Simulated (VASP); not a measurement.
# Zn6GeH2O6 in VASP: single point with PBE+D3(BJ)

Aim: the single point of Zn6GeH2O6 with PBE+D3(BJ).

Program: VASP 6.6.1. These are calculated values, not measurements. Logs are shortened: lines on timing, memory, paths and dates and some standing lists are left out, and cuts for length are marked.

## (1) The cell of the first run

The cell holds a slab with vacuum, 15 atoms: a = 5.635 Å, b = 6.140 Å, c = 16.475 Å, α = 90.00°, β = 90.00°, γ = 117.31°.

## (2) Single point, PBE+D3(BJ)

INCAR

```
SYSTEM = Zn6GeH2O6
PREC = Accurate
ENCUT = 1000
EDIFF = 1E-6
ISMEAR = -1
SIGMA = 0.05
LREAL = Auto
LASPH = .True.
NELM = 120
ALGO = Normal
ISIF = 2
LWAVE = .False.
LCHARG = .False.
GGA = PE
IVDW = 12
NBANDS = 75
GGA_COMPAT = .False.
NELMDL = -8
```

KPOINTS

```
Automatic mesh
0
Gamma
  2 2 1
  0 0 0
```

POSCAR

```
Zn6GeH2O6
1.0
    5.6348810000      0.0000000000      0.0000000000
   -2.8174400000      5.4554530000      0.0000000000
    0.0000000000      0.0000000000     16.4747620000
Zn O Ge H
6 6 1 2
Direct
    0.3333333000      0.0000000000      0.0606989000
    0.3374258606      0.5140017560      0.0600034591
    0.7949707736      0.0128310966      0.1141957377
    0.9162434095      0.5734223634      0.1174628333
    0.3323552588      0.1293290584      0.2141659626
    0.1024719960      0.5243876402      0.2839977728
    0.1686287238      0.6887431957      0.0174301443
    0.1783484571      0.1955171962      0.1039845293
    0.6992272245      0.7080291996      0.0758208166
    0.6604528824      0.2285769611      0.1384787462
    0.1885418142      0.7779794758      0.2019720758
    0.3672852963      0.3883163804      0.2851427218
    0.6831935882      0.5017434707      0.3476996218
    0.5756062294      0.3576495133      0.4285424100
    0.7340292296      0.7696485153      0.3656987711
```

Potentials or basis: VASP PAW PBE potentials, release 64 (Zn, O_h, Ge_d, H_h).

The run is started by

```bash
cat potpaw_PBE.64/Zn/POTCAR potpaw_PBE.64/O_h/POTCAR potpaw_PBE.64/Ge_d/POTCAR potpaw_PBE.64/H_h/POTCAR > POTCAR
mpirun -np 1 vasp_std > vasp.out
```

OUTCAR:

```text
SYSTEM = Zn6GeH2O6
   PREC = Accurate
   ENCUT = 1000
   EDIFF = 1E-6
   ISMEAR = -1
   LREAL = Auto
   LASPH = .True.
   NELM = 120
   ISIF = 2
   GGA = PE
   IVDW = 12
   NELMDL = -8
 IVDW          = 12

 ion  position               nearest neighbor table
   1  0.333  0.000  0.061-   7 1.84   8 1.92  10 2.15   5 2.65   3 2.71   4 2.76   2 2.99
   2  0.337  0.514  0.060-   9 1.85   7 1.87   8 1.88   4 2.73   1 2.99
   3  0.795  0.013  0.114-   9 1.81  10 1.85   8 1.93   1 2.71
   4  0.916  0.573  0.117-   9 1.89  10 1.97  11 2.03   7 2.08   2 2.73   1 2.76   6 3.00
   5  0.332  0.129  0.214-  12 1.91  11 1.94  10 2.08   8 2.13   1 2.65
   6  0.102  0.524  0.284-  11 1.95  12 2.02  13 2.53   4 3.00
   7  0.169  0.689  0.017-   1 1.84   2 1.87   4 2.08
   8  0.178  0.196  0.104-   2 1.88   1 1.92   3 1.93   5 2.13
   9  0.699  0.708  0.076-   3 1.81   2 1.85   4 1.89
  10  0.660  0.229  0.138-   3 1.85   4 1.97   5 2.08   1 2.15
  11  0.189  0.778  0.202-   5 1.94   6 1.95   4 2.03
  12  0.367  0.388  0.285-  13 1.89   5 1.91   6 2.02
  13  0.683  0.502  0.348-  14 1.56  15 1.56  12 1.89   6 2.53
  14  0.576  0.358  0.429-  13 1.56
  15  0.734  0.770  0.366-  13 1.56

  LATTYP: Found a base centered orthorhombic cell.
 ALAT       =     5.6348810000
 B/A-ratio  =     1.9363152478
 C/A-ratio  =     2.9237107226

  Lattice vectors:

 A1 = (   2.8174400000,  -5.4554530000,   0.0000000000)
 A2 = (   2.8174410000,   5.4554530000,   0.0000000000)
 A3 = (   0.0000000000,   0.0000000000,  16.4747620000)

Analysis of symmetry for initial positions (statically):
=====================================================================
 Subroutine PRICEL returns:
 Original cell was already a primitive cell.

 Routine SETGRP: Setting up the symmetry group for a
 base centered orthorhombic supercell.

 Subroutine GETGRP returns: Found  1 space group operations
 (whereof  1 operations were pure point group operations)
 out of a pool of  8 trial point group operations.

The static configuration has the point symmetry C_1 .

Analysis of symmetry for dynamics (positions and initial velocities):
=====================================================================
 Subroutine PRICEL returns:
 Original cell was already a primitive cell.

 Routine SETGRP: Setting up the symmetry group for a
 base centered orthorhombic supercell.

 Subroutine GETGRP returns: Found  1 space group operations
 (whereof  1 operations were pure point group operations)
[... 123 lines left out ...]
   EFERMI_NEDOS =   21; number of points for ismear=-14 and -15
   IALGO  =     38    algorithm
   IMIX   =      4    mixing-type and parameters
     AMIX     =   0.40;   BMIX     =  1.00
     AMIX_MAG =   1.60;   BMIX_MAG =  1.00
  volume/ion in A,a.u.               =      33.76       227.85
  Fermi-wavevector in a.u.,A,eV,Ry     =   1.024166  1.935394 14.271377  1.048917
  Thomas-Fermi vector in A             =   2.157939
   LORBIT       =      0    0 simple, 1 ext, 2 COOP (PROOUT), +10 PAW based schemes
   GGA     = PE    functional components
   LHFCALC =     F    Hartree Fock is set to
   AEXX    =    0.0000 exact exchange contribution
   IVDW    =    12    specifies the selected vdW correction
   LEPSILON=     F    determine dielectric tensor
   LRPA    =     F    only Hartree local field effects (RPA)
 non-spin polarized calculation
  energy-cutoff  :     1000.00
  volume of cell :      506.45
 maximum number of plane-waves:     36382
 NGX is ok and might be reduce to    60
   NGX = 29   NGY = 31   NGZ = 85

 number of electron     123.9999999 magnetization

 Free energy of the ion-electron system (eV)
  ---------------------------------------------------
  ext. energy  EPLUGINS =         0.00000000
  ---------------------------------------------------
  free energy    TOTEN  =       -60.08637132 eV

  energy without entropy =      -60.08637086  energy(sigma->0) =      -60.08637109

 E-fermi :  -2.2352     XC(G=0):  -4.6731

 val. band max:       -2.9694141596   @ k =   0.0000   0.0000   0.0000
 cond. band min:      -1.5178525599   @ k =   0.0000   0.0000   0.0000
 fundamental gap:      1.4515615997
 Fermi energy:        -2.2352154330

 k-point     1 :       0.0000    0.0000    0.0000
  band No.  band energies     occupation
      1     -26.4898      2.00000
      2     -26.3806      2.00000
      3     -26.3525      2.00000
      4     -26.2985      2.00000
      5     -26.2761      2.00000
      6     -21.2876      2.00000
[... 297 lines left out ...]
     73       3.4756      0.00000
     74       3.6138      0.00000
 [bands above 74 left out]

------------------------ aborting loop because EDIFF is reached ----------------------------------------

 Edisp (eV)   -1.79084

 E8    (eV) :    -0.7014

  FORCE on cell =-STRESS in cart. coord.  units (eV):
  Direction    XX          YY          ZZ          XY          YZ          ZX
  --------------------------------------------------------------------------------------
  -------------------------------------------------------------------------------------
  Total       4.31324     2.40810     0.41487    -1.17054     0.11738     0.02773
  in kB      13.64520     7.61818     1.31248    -3.70308     0.37134     0.08772
  external pressure =        7.53 kB  Pullay stress =        0.00 kB

 VOLUME and BASIS-vectors are now :
 -----------------------------------------------------------------------------
  energy-cutoff  :     1000.00
  volume of cell :      506.45
      direct lattice vectors                 reciprocal lattice vectors
     5.634881000  0.000000000  0.000000000     0.177466037  0.091651401  0.000000000
    -2.817440000  5.455453000  0.000000000     0.000000000  0.183302835  0.000000000
     0.000000000  0.000000000 16.474762000     0.000000000  0.000000000  0.060698904

 POSITION                                       TOTAL-FORCE (eV/Angst)
 -----------------------------------------------------------------------------------
      1.87829      0.00000      1.00000         0.056626      0.045510     -0.006085
      0.45319      2.80411      0.98854        -0.004982     -0.018048     -0.016092
      4.44341      0.07000      1.88135         0.020877      0.010184      0.018543
      3.54734      3.12828      1.93517         0.040170     -0.010183      0.021315
      1.50841      0.70555      3.52833        -0.008292     -0.000417      0.009067
     -0.90001      2.86077      4.67880        -0.035592     -0.021311      0.045931
     -0.99029      3.75741      0.28716        -0.056874     -0.053136     -0.117253
      0.45411      1.06663      1.71312        -0.025180      0.016115      0.027850
      1.94523      3.86262      1.24913         0.012507     -0.027864     -0.057915
      3.07757      1.24699      2.28140        -0.044824      0.029209      0.027287
     -1.12950      4.24423      3.32744         0.017989     -0.000158     -0.011439
      0.97555      2.11844      4.69766         0.024699      0.030674      0.054515
      2.43608      2.73724      5.72827        -0.019178      0.019332      0.051184
      2.23582      1.95114      7.06013         0.005521      0.024658     -0.036804
      1.96773      4.19878      6.02480         0.016534     -0.044565     -0.010104
 -----------------------------------------------------------------------------------
    total drift:                               -0.007627      0.003051      0.000195

  FREE ENERGIE OF THE ION-ELECTRON SYSTEM (eV)
  ---------------------------------------------------
  free  energy   TOTEN  =       -61.8772065871 eV

  energy  without entropy=      -61.8772061263  energy(sigma->0) =      -61.87720636
```

OSZICAR:

```text
N       E                     dE             d eps       ncg     rms          rms(c)
DAV:   1     0.159739513691E+04    0.15974E+04   -0.76404E+04   756   0.290E+03
DAV:   2     0.387786130086E+03   -0.12096E+04   -0.11592E+04   616   0.764E+02
DAV:   3     0.583701437498E+01   -0.38195E+03   -0.37096E+03   836   0.257E+02
[... 23 lines left out ...]
DAV:  27    -0.600863614281E+02   -0.12164E-04   -0.73202E-07   488   0.103E-02    0.165E-03
DAV:  28    -0.600863673172E+02   -0.58891E-05   -0.51184E-07   464   0.520E-03    0.106E-03
DAV:  29    -0.600863693516E+02   -0.20344E-05   -0.21654E-07   480   0.482E-03    0.566E-04
DAV:  30    -0.600863707510E+02   -0.13994E-05   -0.14039E-07   448   0.203E-03    0.635E-04
DAV:  31    -0.600863713223E+02   -0.57135E-06   -0.50473E-08   480   0.223E-03
   1 F= -.61877207E+02 E0= -.61877206E+02  d E =-.460809E-06
```

Wall time 14 min (1 thread of Intel Xeon 6975P-C (Granite Rapids), shared host); peak memory 1.4 GiB.

Results:

```
Free energy                : -61.8772 eV
Largest force              : 0.141 eV/Å
Band gap on the k mesh     : 1.45 eV
Dispersion energy per atom : -0.119 eV
```

Forces in eV/Å, atoms in the order of the input:
```
Zn   0.057  0.046 -0.006
Zn  -0.005 -0.018 -0.016
Zn   0.021  0.010  0.019
Zn   0.040 -0.010  0.021
Zn  -0.008  0.000  0.009
Zn  -0.036 -0.021  0.046
O   -0.057 -0.053 -0.117
O   -0.025  0.016  0.028
O    0.013 -0.028 -0.058
O   -0.045  0.029  0.027
O    0.018  0.000 -0.011
O    0.025  0.031  0.055
Ge  -0.019  0.019  0.051
H    0.006  0.025 -0.037
H    0.017 -0.045 -0.010
```

Caveat: the k points lie up to 0.63 Å⁻¹ apart; there is no dipole correction, which matters where the two faces differ.
